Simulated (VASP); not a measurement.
The system is Be.

```
Be
1.0
     2.28530    0.00000    0.00000
    -1.14265    1.97913    0.00000
     0.00000    0.00000    3.58420
Be
2
Direct
  0.33333 0.66667 0.25000
  0.66667 0.33333 0.75000
```

```yaml
Program: VASP 6.6.1
Task: relaxation of cell and atoms
Functional: PBEsol
Potentials_or_basis: VASP PAW PBE potentials, release 64 (Be)
Cutoff: 600 eV
k_mesh: 12 × 12 × 7
Occupations: gaussian, width 0.05 eV
Spin: no spin polarisation
```

At the start: pressure -3.7 GPa; volume 8.11 Å³/atom.

Question: How do energy, volume and symmetry change on relaxing?

Answer: Over 3 steps the energy falls by 3.0 meV/atom and the volume is 7.85 Å³/atom (-3.1 %); space group P6_3/mmc (No. 194, to 0.05 Å).

The path:
| step | energy change (eV) | largest force (eV/Å) | pressure (GPa) | volume (Å³) |
| --- | --- | --- | --- | --- |
| 1 | 0.0000 | 0.0000 | -3.65 | 16.21 |
| 2 | -0.0059 | 0.0000 | -0.55 | 15.78 |
| 3 | -0.0061 | 0.0000 | 0.03 | 15.71 |

Final structure:
```xyz
2
Lattice="2.2586 0.0000 0.0000 -1.1293 1.9560 0.0000 0.0000 0.0000 3.5556" Properties=species:S:1:pos:R:3 pbc="T T T"
Be    0.0000    1.3040    0.8889
Be    1.1293    0.6520    2.6667
```

Caveat: the PAW data sets were made with another functional, which shifts forces and pressure a little.
